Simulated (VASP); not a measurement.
# MnS (Fm-3m) in VASP: further runs

MnS is run at these levels: PBE, BLYP; tasks: single point.

Everything below comes from runs of VASP 6.6.1. Logs are shortened: lines on timing, memory, paths and dates and some standing lists are left out, and cuts for length are marked.

## 1. The cell of the first run

It takes space group Fm-3m (No. 225, cubic). Conventional cell: a = 5.116 Å, b = 5.116 Å, c = 5.116 Å, α = 90.00°, β = 90.00°, γ = 90.00°. Within 3.4 Å of Mn (site symmetry m-3m) lie 6 S at 2.56 Å. Within 3.4 Å of S (site symmetry m-3m) lie 6 Mn at 2.56 Å.

## 2. Single point, PBE, collinear spin, ferromagnetic start

INCAR

```
SYSTEM = MnS
PREC = Accurate
ENCUT = 520
EDIFF = 1E-6
ISMEAR = -1
SIGMA = 0.05
LREAL = .False.
LASPH = .True.
NELM = 150
ALGO = Normal
ISIF = 2
LWAVE = .False.
LCHARG = .False.
ISPIN = 2
MAGMOM = 4 0
LORBIT = 11
LMAXMIX = 4
GGA = PE
NBANDS = 20
```

KPOINTS

```
regular mesh
0
Gamma
  9 9 9
  0 0 0
```

POSCAR

```
MnS
1.0
    0.0000000000      2.5578162547      2.5578162547
    2.5578162547      0.0000000000      2.5578162547
    2.5578162547      2.5578162547      0.0000000000
Mn S
1 1
Direct
    0.0000000000      0.0000000000      0.0000000000
    0.5000000000      0.5000000000      0.5000000000
```

Potentials or basis: VASP PAW PBE potentials, release 64 (Mn_pv, S).

The run is started by

```bash
$ cat potpaw_PBE.64/Mn_pv/POTCAR potpaw_PBE.64/S/POTCAR > POTCAR
$ mpirun -np 1 vasp_std > vasp.out
```

OUTCAR:

```text
SYSTEM = MnS
   PREC = Accurate
   ENCUT = 520
   EDIFF = 1E-6
   ISMEAR = -1
   LREAL = .False.
   LASPH = .True.
   NELM = 150
   ISIF = 2
   ISPIN = 2
   LORBIT = 11
   GGA = PE

 ion  position               nearest neighbor table
   1  0.000  0.000  0.000-   2 2.56   2 2.56   2 2.56   2 2.56   2 2.56   2 2.56
   2  0.500  0.500  0.500-   1 2.56   1 2.56   1 2.56   1 2.56   1 2.56   1 2.56

  LATTYP: Found a face centered cubic cell.
 ALAT       =     5.1156325094

  Lattice vectors:

 A1 = (   0.0000000000,   2.5578162547,   2.5578162547)
 A2 = (   2.5578162547,   0.0000000000,   2.5578162547)
 A3 = (   2.5578162547,   2.5578162547,   0.0000000000)

Analysis of symmetry for initial positions (statically):
=====================================================================
 Subroutine PRICEL returns:
 Original cell was already a primitive cell.

 Routine SETGRP: Setting up the symmetry group for a
 face centered cubic supercell.

 Subroutine GETGRP returns: Found 48 space group operations
 (whereof 48 operations were pure point group operations)
 out of a pool of 48 trial point group operations.

The static configuration has the point symmetry O_h .

Analysis of symmetry for dynamics (positions and initial velocities):
=====================================================================
 Subroutine PRICEL returns:
 Original cell was already a primitive cell.

 Routine SETGRP: Setting up the symmetry group for a
 face centered cubic supercell.

 Subroutine GETGRP returns: Found 48 space group operations
 (whereof 48 operations were pure point group operations)
 out of a pool of 48 trial point group operations.

The dynamic configuration has the point symmetry O_h .

Analysis of structural, dynamic, and magnetic symmetry:
=====================================================================
 Subroutine PRICEL returns:
 Original cell was already a primitive cell.

 Routine SETGRP: Setting up the symmetry group for a
 face centered cubic supercell.

 Subroutine GETGRP returns: Found 48 space group operations
 (whereof 48 operations were pure point group operations)
 out of a pool of 48 trial point group operations.

The overall configuration has the point symmetry O_h .

 Subroutine INISYM returns: Found 48 space group operations
 (whereof 48 operations are pure point group operations),
 and found     1 'primitive' translations

----------------------------------------------------------------------------------------

                                     Primitive cell

  volume of cell :      33.4686

  direct lattice vectors                    reciprocal lattice vectors
     0.000000000  2.557816255  2.557816255    -0.195479249  0.195479249  0.195479249
     2.557816255  0.000000000  2.557816255     0.195479249 -0.195479249  0.195479249
     2.557816255  2.557816255  0.000000000     0.195479249  0.195479249 -0.195479249

  length of vectors
     3.617298437  3.617298437  3.617298437     0.338579991  0.338579991  0.338579991

  position of ions in fractional coordinates (direct lattice)
[... 8 lines left out ...]
----------------------------------------------------------------------------------------

 KPOINTS: regular mesh

Automatic generation of k-mesh.
 Grid dimensions read from file:
 generate k-points for:    9    9    9

 Generating k-lattice:

  Cartesian coordinates                     Fractional coordinates (reciprocal lattice)
    -0.021719917  0.021719917  0.021719917     0.111111111  0.000000000  0.000000000
     0.021719917 -0.021719917  0.021719917     0.000000000  0.111111111  0.000000000
     0.021719917  0.021719917 -0.021719917     0.000000000  0.000000000  0.111111111

  Length of vectors
     0.037619999  0.037619999  0.037619999

  Shift w.r.t. Gamma in fractional coordinates (k-lattice)
     0.000000000  0.000000000  0.000000000

 Subroutine IBZKPT returns following result:
 ===========================================

 Found     35 irreducible k-points:

 Following reciprocal coordinates:
            Coordinates               Weight
  0.000000  0.000000  0.000000      1.000000
  0.111111  0.000000  0.000000      8.000000
  0.222222  0.000000  0.000000      8.000000
  0.333333  0.000000  0.000000      8.000000
  0.444444  0.000000  0.000000      8.000000
  0.111111  0.111111  0.000000      6.000000
[... 16 lines left out ...]
 -0.333333  0.333333  0.000000     12.000000
  0.444444  0.444444  0.000000      6.000000
 [... further k-points ...]
   k-points           NKPTS =     35   k-points in BZ     NKDIM =     35   number of bands    NBANDS=     20
   number of dos      NEDOS =    301   number of ions     NIONS =      2
   total plane-waves  NPLWV =  21952
   dimension x,y,z NGX =    28 NGY =   28 NGZ =   28
   dimension x,y,z NGXF=    56 NGYF=   56 NGZF=   56
   ions per type =               1   1
   NGX,Y,Z   is equivalent  to a cutoff of  12.87, 12.87, 12.87 a.u.
   NGXF,Y,Z  is equivalent  to a cutoff of  25.74, 25.74, 25.74 a.u.
 SYSTEM =  MnS
   PREC   = accura    normal or accurate (medium, high low for compatibility)
   ISTART =      0    job   : 0-new  1-cont  2-samecut
   ICHARG =      2    charge: 1-file 2-atom 10-const
   ISPIN  =      2    spin polarized calculation?
   LNONCOLLINEAR =      F non collinear calculations
   LSORBIT =      F    spin-orbit coupling
   LASPH  =      T    aspherical Exc in radial PAW
   ENCUT  =  520.0 eV  38.22 Ry    6.18 a.u.   6.73  6.73  6.73*2*pi/ulx,y,z
   NELM   =    150;   NELMIN=  2; NELMDL= -5     # of ELM steps
   EDIFF  = 0.1E-05   stopping-criterion for ELM
   LREAL  =      F    real-space projection
[... 7 lines left out ...]
   TEBEG  =    0.0;   TEEND  =   0.0 temperature during run
   PSTRESS=    0.0 pullay stress
   NELECT =      19.0000    total number of electrons
   NUPDOWN=      -1.0000    fix difference up-down
   EMIN   =  10.00;   EMAX   =-10.00  energy-range for DOS
   EFERMI =   0.00;   METHOD = LEGACY
   ISMEAR =    -1;   SIGMA  =   0.05  broadening in eV -4-tet -1-fermi 0-gaus
   EFERMI_NEDOS =   21; number of points for ismear=-14 and -15
   IALGO  =     38    algorithm
   IMIX   =      4    mixing-type and parameters
     AMIX     =   0.40;   BMIX     =  1.00
     AMIX_MAG =   1.60;   BMIX_MAG =  1.00
  volume/ion in A,a.u.               =      16.73       112.93
  Fermi-wavevector in a.u.,A,eV,Ry     =   1.355543  2.561605 25.000669  1.837497
  Thomas-Fermi vector in A             =   2.482622
   LORBIT       =     11    0 simple, 1 ext, 2 COOP (PROOUT), +10 PAW based schemes
   GGA     = PE    functional components
   LHFCALC =     F    Hartree Fock is set to
   AEXX    =    0.0000 exact exchange contribution
   IVDW    =     0    specifies the selected vdW correction
   LEPSILON=     F    determine dielectric tensor
   LRPA    =     F    only Hartree local field effects (RPA)
 spin polarized calculation
  energy-cutoff  :      520.00
  volume of cell :       33.47
 maximum number of plane-waves:       914
   NGX = 13   NGY = 13   NGZ = 13

 number of electron      19.0000005 magnetization       4.5720744

 Free energy of the ion-electron system (eV)
  ---------------------------------------------------
  ext. energy  EPLUGINS =         0.00000000
  ---------------------------------------------------
  free energy    TOTEN  =       -14.08621181 eV

  energy without entropy =      -14.07734061  energy(sigma->0) =      -14.08177621

 E-fermi :   7.2812     XC(G=0): -10.9166

 val. band max:        7.2574563210   @ k =   0.1111   0.1111   0.0000
 cond. band min:       7.2926513197   @ k =   0.4444   0.1111   0.0000
 fundamental gap:      0.0351949987
 Fermi energy:         7.2811982641

 spin component 1

 k-point     1 :       0.0000    0.0000    0.0000
  band No.  band energies     occupation
      1     -43.3662      1.00000
      2     -43.3662      1.00000
      3     -43.3662      1.00000
      4      -7.7088      1.00000
      5       3.8625      1.00000
      6       3.8625      1.00000
[... 12 lines left out ...]
     19      19.2882      0.00000
     20      19.9488      0.00000

 k-point     2 :       0.1111    0.0000    0.0000
  band No.  band energies     occupation
      1     -43.3674      1.00000
      2     -43.3664      1.00000
      3     -43.3664      1.00000
      4      -7.5738      1.00000
      5       3.4921      1.00000
      6       3.5452      1.00000
[... 498 lines left out ...]
 k-point    24 :       0.4444    0.4444    0.0000
  band No.  band energies     occupation
      1     -43.3756      1.00000
      2     -43.3702      1.00000
      3     -43.3702      1.00000
      4      -6.1542      1.00000
      5       0.9998      1.00000
      6       3.2804      1.00000
[... 12 lines left out ...]
     19      22.2344      0.00000
     20      22.2344      0.00000

 [... further k-points ...]

 spin component 2

 k-point     1 :       0.0000    0.0000    0.0000
  band No.  band energies     occupation
      1     -38.9551      1.00000
      2     -38.9551      1.00000
      3     -38.9551      1.00000
      4      -7.4181      1.00000
      5       5.5194      1.00000
      6       5.5194      1.00000
[... 12 lines left out ...]
     19      20.3437      0.00000
     20      21.6224      0.00000

 k-point     2 :       0.1111    0.0000    0.0000
  band No.  band energies     occupation
      1     -38.9568      1.00000
      2     -38.9554      1.00000
      3     -38.9554      1.00000
      4      -7.2884      1.00000
      5       4.5960      1.00000
      6       5.1173      1.00000
[... 498 lines left out ...]
 k-point    24 :       0.4444    0.4444    0.0000
  band No.  band energies     occupation
      1     -38.9677      1.00000
      2     -38.9604      1.00000
      3     -38.9604      1.00000
      4      -5.8900      1.00000
      5       1.4057      1.00000
      6       3.9243      1.00000
[... 12 lines left out ...]
     19      22.6803      0.00000
     20      22.6803      0.00000

 [... further k-points ...]

------------------------ aborting loop because EDIFF is reached ----------------------------------------

  FORCE on cell =-STRESS in cart. coord.  units (eV):
  Direction    XX          YY          ZZ          XY          YZ          ZX
  --------------------------------------------------------------------------------------
  -------------------------------------------------------------------------------------
  Total       -0.0051066     -0.0051066     -0.0051066      0.0000000      0.0000000     -0.0000000
  in kB       -0.2444594     -0.2444594     -0.2444594      0.0000000      0.0000000     -0.0000000
  external PRESSURE =      -0.2444594 kB  Pullay stress =       0.0000000 kB

 VOLUME and BASIS-vectors are now :
 -----------------------------------------------------------------------------
  energy-cutoff  :      520.00
  volume of cell :       33.47
      direct lattice vectors                 reciprocal lattice vectors
     0.000000000  2.557816255  2.557816255    -0.195479249  0.195479249  0.195479249
     2.557816255  0.000000000  2.557816255     0.195479249 -0.195479249  0.195479249
     2.557816255  2.557816255  0.000000000     0.195479249  0.195479249 -0.195479249

 POSITION                                       TOTAL-FORCE (eV/Angst)
 -----------------------------------------------------------------------------------
      0.00000      0.00000      0.00000        -0.000000      0.000000     -0.000000
      2.55782      2.55782      2.55782         0.000000     -0.000000      0.000000
 -----------------------------------------------------------------------------------
    total drift:                               -0.000000      0.000000      0.000000

  FREE ENERGIE OF THE ION-ELECTRON SYSTEM (eV)
  ---------------------------------------------------
  free  energy   TOTEN  =       -14.0862118102 eV

  energy  without entropy=      -14.0773406095  energy(sigma->0) =      -14.08177621

 total charge

# of ion       s       p       d       tot
------------------------------------------
    1        0.224   6.179   4.955  11.358
    2        1.328   2.411   0.000   3.738
--------------------------------------------------
tot          1.552   8.590   4.955  15.097

 magnetization (x)

# of ion       s       p       d       tot
------------------------------------------
    1        0.053   0.041   4.059   4.153
    2        0.027   0.068   0.000   0.095
--------------------------------------------------
tot          0.080   0.109   4.059   4.248
```

It took 22 s on 1 thread of Intel Xeon 6975P-C (Granite Rapids), shared host; peak memory 0.18 GiB.

Results:

* Free energy: -14.0862 eV
* Pressure: 0.0 GPa
* Net moment: 4.57 μB per cell
* Site moments: Mn +4.15; S +0.10 μB
* Valence electrons inside the program's atomic spheres: Mn 11.36; S 3.74

Caveat: a cell with one magnetic atom can't hold antiferromagnetic order, which such compounds often take; semilocal functionals often make such compounds metallic where correlation or magnetic order opens a gap, which also shifts bond lengths. With open d or f shells a metallic result of PBE can be an artefact of self-interaction; +U or a hybrid may open a gap.

(Part 1 of 2 ends here.)
